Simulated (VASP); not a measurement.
Write the native input for VASP 6.6.1 that does the following.

| Property | Result |
| --- | --- |
| Task | relaxation of cell and atoms |
| Functional | PBE |
| Potentials or basis | VASP PAW PBE potentials, release 64 (Li_sv, Tm_3, H), 4f in core |
| Cutoff | 750 eV |
| k mesh | 4 × 4 × 2 |
| Occupations | gaussian, width 0.15 eV |
| Spin | no spin polarisation |
| Dipole correction | no |
| Further INCAR settings | ALGO = Normal; EDIFF = 1e-07; IBRION = 2; EDIFFG = -0.08; NSW = 36; ISIF = 3 |

The structure of LiTmH4 lies in POSCAR:

```
LiTmH4
1.0
    3.1454874400     -1.5932472100      0.0000000000
    3.1454874400      1.5932472100      0.0000000000
   -2.9435742400      0.0000000000      5.4512972200
Li Tm H
1 1 4
Direct
    0.0000000000      0.0000000000      0.0000000000
    0.5000000000      0.5000000000      0.5000000000
    0.1991045000      0.1991045000      0.8080859800
    0.6953070200      0.6953070200      0.2941800100
    0.8008955000      0.8008955000      0.1919140200
    0.3046929800      0.3046929800      0.7058199900
```

The cell was generated, and may not be a known phase.

These files were run (other wordings do the same):

INCAR

```
SYSTEM = LiTmH4
PREC = Accurate
ENCUT = 750
EDIFF = 1E-7
ISMEAR = 0
SIGMA = 0.15
LREAL = .False.
LASPH = .True.
NELM = 200
ALGO = Normal
ISIF = 3
LWAVE = .False.
LCHARG = .False.
GGA = PE
IBRION = 2
NSW = 36
EDIFFG = -0.08
GGA_COMPAT = .False.
NELMIN = 4
LMAXMIX = 6
```

KPOINTS

```
regular mesh
0
Gamma
  4 4 2
  0 0 0
```

Potentials or basis: VASP PAW PBE potentials, release 64 (Li_sv, Tm_3, H), 4f in core.

Command:

```sh
$ cat potpaw_PBE.64/Li_sv/POTCAR potpaw_PBE.64/Tm_3/POTCAR potpaw_PBE.64/H/POTCAR > POTCAR
$ mpirun -np 1 vasp_std > vasp.out
```

It gave:

| Quantity | Value |
| --- | --- |
| Relaxed volume | 9.49 Å³/atom |
| Relaxed cell | a = 4.110 Å, b = 4.110 Å, c = 5.987 Å, α = 123.95°, β = 123.95°, γ = 44.97° |
| Space group after relaxing (to 0.1 Å) | C2/m (No. 12) |
| Energy gained by relaxing | 352.4 meV/atom |
| Ionic steps | 20 |
| Pressure after relaxing | -0.5 GPa |
| Largest force after relaxing | 0.079 eV/Å |
| Band gap on the k mesh | zero (bands 8 and 9 overlap by 0.25 eV) |

Caveat: the k points lie up to 0.56 Å⁻¹ apart in the final cell; a cell axis changed by over 15 % at a fixed basis, so the end point is rough; spin-orbit coupling is left out, which moves the levels of the heavy elements; the 4f electrons are frozen in the core, so they carry no moment and show no levels; the relaxation stopped at a loose force limit of 0.08 eV/Å, so its end isn't a converged minimum.

It took 2.6 min on 1 thread of Intel(R) Xeon(R) 6975P-C (Granite Rapids), with other jobs on the host, peak memory 0.26 GiB.
